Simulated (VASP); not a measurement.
# MgTlF (P4/nmm) in VASP: single point with PBE

Aim: the single point of MgTlF with PBE.

All numbers are computed with VASP 6.6.1; they aren't measurements. Logs are shortened: lines on timing, memory, paths and dates and some standing lists are left out, and cuts for length are marked.

### 1 The cell of the first run

It takes space group P4/nmm (No. 129, tetragonal). The conventional cell has a = 4.131 Å, b = 4.131 Å, c = 5.842 Å, α = 90.00°, β = 90.00°, γ = 90.00°. Mg (site symmetry -4m2) has 4 F at 2.53 Å and 4 Mg at 2.92 Å and 2 Tl at 2.92 Å within 3.3 Å. Within 3.3 Å of Tl (site symmetry -4m2) lie 4 F at 2.53 Å and 4 Tl at 2.92 Å and 2 Mg at 2.92 Å. Within 3.3 Å of F (site symmetry 4mm) lie 4 Mg at 2.53 Å and 4 Tl at 2.53 Å.

### 2 Single point, PBE

INCAR reads:

```
PREC = Accurate
ENCUT = 520
EDIFF = 1E-7
ISMEAR = 0
SIGMA = 0.1
LREAL = F
LASPH = T
NELM = 60
ALGO = Normal
ISIF = 2
LWAVE = F
LCHARG = T
GGA = PE
LELF = T
LVHAR = T
NBANDS = 31
```

KPOINTS reads:

```
Automatic mesh
0
Gamma
  4 4 4
```

POSCAR reads:

```
MgTlF
1.0
    4.1311930800      0.0000000000      0.0000000000
    0.0000000000      4.1311930800      0.0000000000
    0.0000000000      0.0000000000      5.8423892900
Mg Tl F
2 2 2
Direct
    0.5000000000      0.5000000000      0.5000000000
    0.0000000000      0.0000000000      0.5000000000
    0.0000000000      0.0000000000      0.0000000000
    0.5000000000      0.5000000000      0.0000000000
    0.5000000000      0.0000000000      0.7500000000
    0.0000000000      0.5000000000      0.2500000000
```

Potentials or basis: VASP PAW PBE potentials, release 64 (Mg, Tl_d, F).

Run with:

```bash
$ cat potpaw_PBE.64/Mg/POTCAR potpaw_PBE.64/Tl_d/POTCAR potpaw_PBE.64/F/POTCAR > POTCAR
$ mpirun -np 1 vasp_std > vasp.out
```

OUTCAR:

```text
PREC = Accurate
   ENCUT = 520
   EDIFF = 1E-7
   ISMEAR = 0
   LREAL = F
   LASPH = T
   NELM = 60
   ISIF = 2
   GGA = PE

 ion  position               nearest neighbor table
   1  0.500  0.500  0.500-   5 2.53   6 2.53   5 2.53   6 2.53   2 2.92   2 2.92   2 2.92   2 2.92
                             4 2.92   4 2.92
   2  0.000  0.000  0.500-   5 2.53   6 2.53   6 2.53   5 2.53   1 2.92   1 2.92   1 2.92   1 2.92
                             3 2.92   3 2.92
   3  0.000  0.000  0.000-   5 2.53   6 2.53   6 2.53   5 2.53   4 2.92   4 2.92   4 2.92   4 2.92
                             2 2.92   2 2.92
   4  0.500  0.500  0.000-   5 2.53   6 2.53   5 2.53   6 2.53   3 2.92   3 2.92   3 2.92   3 2.92
                             1 2.92   1 2.92
   5  0.500  0.000  0.750-   1 2.53   2 2.53   3 2.53   4 2.53   1 2.53   4 2.53   2 2.53   3 2.53

   6  0.000  0.500  0.250-   1 2.53   2 2.53   3 2.53   4 2.53   2 2.53   3 2.53   1 2.53   4 2.53

  LATTYP: Found a simple tetragonal cell.
 ALAT       =     4.1311930800
 C/A-ratio  =     1.4142135642

  Lattice vectors:

 A1 = (   4.1311930800,   0.0000000000,   0.0000000000)
 A2 = (   0.0000000000,   4.1311930800,   0.0000000000)
 A3 = (   0.0000000000,   0.0000000000,   5.8423892900)

Analysis of symmetry for initial positions (statically):
=====================================================================
 Subroutine PRICEL returns:
 Original cell was already a primitive cell.

 Routine SETGRP: Setting up the symmetry group for a
 simple tetragonal supercell.

 Subroutine GETGRP returns: Found 16 space group operations
 (whereof  8 operations were pure point group operations)
 out of a pool of 16 trial point group operations.

The static configuration has the point symmetry D_2d.
 The point group associated with its full space group is D_4h.

Analysis of symmetry for dynamics (positions and initial velocities):
=====================================================================
 Subroutine PRICEL returns:
 Original cell was already a primitive cell.

 Routine SETGRP: Setting up the symmetry group for a
 simple tetragonal supercell.

 Subroutine GETGRP returns: Found 16 space group operations
 (whereof  8 operations were pure point group operations)
 out of a pool of 16 trial point group operations.

The dynamic configuration has the point symmetry D_2d.
 The point group associated with its full space group is D_4h.
[... 100 lines left out ...]
   EDIFF  = 0.1E-06   stopping-criterion for ELM
   LREAL  =      F    real-space projection
   EDIFFG = 0.1E-05   stopping-criterion for IOM
   NSW    =      0    number of steps for IOM
   IBRION =     -1    ionic relax: 0-MD 1-quasi-New 2-CG
   NFREE  =      0    steps in history (QN), initial steepest desc. (CG)
   ISIF   =      2    stress and relaxation
   ISYM   =      2    0-nonsym 1-usesym 2-fastsym
   POTIM  = 0.5000    time-step for ionic-motion
   TEBEG  =    0.0;   TEEND  =   0.0 temperature during run
   PSTRESS=    0.0 pullay stress
   NELECT =      44.0000    total number of electrons
   NUPDOWN=      -1.0000    fix difference up-down
   EMIN   =  10.00;   EMAX   =-10.00  energy-range for DOS
   EFERMI =   0.00;   METHOD = LEGACY
   ISMEAR =     0;   SIGMA  =   0.10  broadening in eV -4-tet -1-fermi 0-gaus
   EFERMI_NEDOS =   21; number of points for ismear=-14 and -15
   IALGO  =     38    algorithm
   IMIX   =      4    mixing-type and parameters
     AMIX     =   0.40;   BMIX     =  1.00
     AMIX_MAG =   1.60;   BMIX_MAG =  1.00
  volume/ion in A,a.u.               =      16.62       112.15
  Fermi-wavevector in a.u.,A,eV,Ry     =   1.246365  2.355288 21.135639  1.553426
  Thomas-Fermi vector in A             =   2.380546
   LORBIT       =      0    0 simple, 1 ext, 2 COOP (PROOUT), +10 PAW based schemes
   GGA     = PE    functional components
   LHFCALC =     F    Hartree Fock is set to
   AEXX    =    0.0000 exact exchange contribution
   IVDW    =     0    specifies the selected vdW correction
   LEPSILON=     F    determine dielectric tensor
   LRPA    =     F    only Hartree local field effects (RPA)
 non-spin polarized calculation
 Gauss-broadening in eV      SIGMA  =   0.10
  energy-cutoff  :      520.00
  volume of cell :       99.71
 maximum number of plane-waves:      2725
 NGX is ok and might be reduce to    32
   NGX = 15   NGY = 15   NGZ = 21

 number of electron      43.9999998 magnetization

 Free energy of the ion-electron system (eV)
  ---------------------------------------------------
  ext. energy  EPLUGINS =         0.00000000
  ---------------------------------------------------
  free energy    TOTEN  =       -13.94955932 eV

  energy without entropy =      -13.93751968  energy(sigma->0) =      -13.94353950

 E-fermi :   6.9688     XC(G=0): -10.3703

 val. band max:        6.9496123487   @ k =   0.0000   0.0000   0.2500
 cond. band min:       6.9905158763   @ k =   0.2500   0.0000   0.2500
 fundamental gap:      0.0409035276
 Fermi energy:         6.9687822451

 k-point     1 :       0.0000    0.0000    0.0000
  band No.  band energies     occupation
      1     -18.3096      2.00000
      2     -18.2447      2.00000
      3      -6.5678      2.00000
      4      -6.2661      2.00000
      5      -6.1804      2.00000
      6      -5.8444      2.00000
[... 601 lines left out ...]
     30      13.5804      0.00000
     31      15.0397      0.00000

------------------------ aborting loop because EDIFF is reached ----------------------------------------

  FORCE on cell =-STRESS in cart. coord.  units (eV):
  Direction    XX          YY          ZZ          XY          YZ          ZX
  --------------------------------------------------------------------------------------
  -------------------------------------------------------------------------------------
  Total       14.6103281     14.6103281     12.9244275      0.0000000     -0.0000000      0.0000000
  in kB      234.7626886    234.7626886    207.6731823      0.0000000     -0.0000000      0.0000000
  external PRESSURE =     225.7328531 kB  Pullay stress =       0.0000000 kB

 VOLUME and BASIS-vectors are now :
 -----------------------------------------------------------------------------
  energy-cutoff  :      520.00
  volume of cell :       99.71
      direct lattice vectors                 reciprocal lattice vectors
     4.131193080  0.000000000  0.000000000     0.242060824  0.000000000  0.000000000
     0.000000000  4.131193080  0.000000000     0.000000000  0.242060824  0.000000000
     0.000000000  0.000000000  5.842389290     0.000000000  0.000000000  0.171162850

 POSITION                                       TOTAL-FORCE (eV/Angst)
 -----------------------------------------------------------------------------------
      2.06560      2.06560      2.92119        -0.000000      0.000000      0.000000
      0.00000      0.00000      2.92119         0.000000      0.000000      0.000000
      0.00000      0.00000      0.00000         0.000000      0.000000      0.000000
      2.06560      2.06560      0.00000         0.000000     -0.000000      0.000000
      2.06560      0.00000      4.38179         0.000000      0.000000     -2.247259
      0.00000      2.06560      1.46060         0.000000     -0.000000      2.247259
 -----------------------------------------------------------------------------------
    total drift:                                0.000000     -0.000000     -0.000000

  FREE ENERGIE OF THE ION-ELECTRON SYSTEM (eV)
  ---------------------------------------------------
  free  energy   TOTEN  =       -13.9495593206 eV

  energy  without entropy=      -13.9375196803  energy(sigma->0) =      -13.94353950
```

stdout:

```text
POSCAR found type information on POSCAR MgTlF
 POSCAR found :  3 types and       6 ions
 scaLAPACK will be used
 LDA part: xc-table for (Slater+PW92), standard interpolation
 POSCAR, INCAR and KPOINTS ok, starting setup
 FFT: planning ... GRIDC
 FFT: planning ... GRID_SOFT
 FFT: planning ... GRID
 WAVECAR not read
 entering main loop
```

Wall time 86 s (1 thread of AMD EPYC 7R43 (Zen 3), shared host); peak memory 0.2 GiB.

Results:

```
Free energy            : -13.9496 eV
Pressure               : 22.6 GPa
Largest force          : 2.247 eV/Å
Band gap on the k mesh : zero (band 22 reaches 8.16 eV, above the bottom of band 23 at 6.53 eV)
```

Forces in eV/Å, atoms in the order of the input:
```
Mg   0.000  0.000  0.000
Mg   0.000  0.000  0.000
Tl   0.000  0.000  0.000
Tl   0.000  0.000  0.000
F    0.000  0.000 -2.247
F    0.000  0.000  2.247
```

Stress tensor (GPa, compression positive):
```
23.48  0.00  0.00
 0.00 23.48  0.00
 0.00  0.00 20.77
```

Caveat: the k points lie up to 0.38 Å⁻¹ apart; spin-orbit coupling is left out, which moves the levels of the heavy elements; forces of over 1 eV/Å act on the atoms, so gaps and moduli don't describe the material at rest.
